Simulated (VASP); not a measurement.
# SiC: electric field gradients with PBE

Crystal: SiC.

```
CELL_PARAMETERS angstrom
1.53890 -2.66750 0.00000
1.53890 2.66750 0.00000
0.00000 0.00000 14.66824
ATOMIC_POSITIONS crystal
Si 0.16666 0.83334 0.85772
Si 0.83334 0.16666 0.35772
Si 0.50011 0.49989 0.52451
Si 0.49989 0.50011 0.02451
Si 0.83344 0.16656 0.69122
Si 0.16656 0.83344 0.19122
C 0.50018 0.49982 0.64981
C 0.49982 0.50018 0.14981
C 0.16662 0.83338 0.98268
C 0.83338 0.16662 0.48268
C 0.83340 0.16660 0.81619
C 0.16660 0.83340 0.31619
```

This cell differs from its parent crystal: z stretched by -3 %.

```
Program                : VASP 6.6.1
Task                   : electric field gradients
Functional             : PBE
Potentials or basis    : VASP PAW PBE potentials, release 64 (Si, C)
Cutoff                 : 520 eV
k mesh                 : 10 × 10 × 2
Occupations            : fermi-dirac, width 0.02 eV
Spin                   : no spin polarisation
Dipole correction      : no
Further INCAR settings : ALGO = Normal; EDIFF = 1e-08; NBANDS = 36
```

The pressure is 10.7 GPa and the largest force is 0.420 eV/Å. The band gap on the k mesh is 1.95 eV (least direct gap 3.08 eV) and the largest electric field gradient by atom is Si -8.2, -11.4, -7.5 (each value once); C -2.4, -4.3, -4.7 (each value once) V/Å².

Forces in eV/Å, atoms in the order of the input:
```
Si   0.000  0.000 -0.414
Si   0.000  0.000 -0.414
Si   0.000  0.000 -0.370
Si   0.000  0.000 -0.370
Si   0.000  0.000 -0.420
Si   0.000  0.000 -0.420
C    0.000  0.000  0.410
C    0.000  0.000  0.410
C    0.000  0.000  0.385
C    0.000  0.000  0.385
C    0.000  0.000  0.409
C    0.000  0.000  0.409
```

Stress tensor (GPa, compression positive):
```
 4.77  0.00  0.00
 0.00  4.47  0.00
 0.00  0.00 22.75
```

Levels at points of the mesh, in eV from the valence-band top:
```csv
k point,band 20,band 21,band 22,band 23,band 24,band 25,band 26,band 27,band 28,band 29
"(0.00, 0.00, 0.00)",-0.46,-0.46,-0.12,-0.12,0.00,4.93,5.12,5.58,6.12,6.54
"(0.50, 0.00, 0.00)",-2.29,-1.95,-1.91,-1.69,-1.13,1.95,2.04,3.06,3.94,4.65
"(0.50, 0.50, 0.00)",-2.29,-1.94,-1.90,-1.69,-1.12,1.96,2.05,3.07,3.95,4.66
"(0.00, 0.00, 0.50)",-0.68,-0.23,-0.23,-0.22,-0.22,5.00,5.00,5.83,5.83,6.64
"(0.50, 0.00, 0.50)",-2.55,-1.71,-1.71,-1.37,-1.37,1.96,1.96,3.34,3.34,4.96
"(0.50, 0.50, 0.50)",-2.54,-1.72,-1.72,-1.36,-1.36,1.96,1.96,3.35,3.35,4.97
```

Electric field gradients, principal values (V/Å²):
| atom | least | middle | greatest (by size) |
| --- | --- | --- | --- |
| 1 Si | 4.087 | 4.133 | -8.221 |
| 2 Si | 4.087 | 4.133 | -8.221 |
| 3 Si | 5.659 | 5.703 | -11.362 |
| 4 Si | 5.659 | 5.703 | -11.362 |
| 5 Si | 3.726 | 3.768 | -7.495 |
| 6 Si | 3.726 | 3.768 | -7.495 |
| 7 C | 1.116 | 1.245 | -2.361 |
| 8 C | 1.116 | 1.245 | -2.361 |
| 9 C | 2.072 | 2.195 | -4.266 |
| 10 C | 2.072 | 2.195 | -4.266 |
| 11 C | 2.291 | 2.414 | -4.705 |
| 12 C | 2.291 | 2.414 | -4.705 |

It took 7.1 min on 1 thread of Intel(R) Xeon(R) Platinum 8488C (Sapphire Rapids), on a shared host, peak memory 0.35 GiB.

Caveat: the cell differs from its parent crystal (z stretched by -3 %); the cell stands under pressure; without QUAD_EFG the Cq values of the log hold for a quadrupole moment of 1 mb, not for the nuclei. A k mesh can miss the band edges.
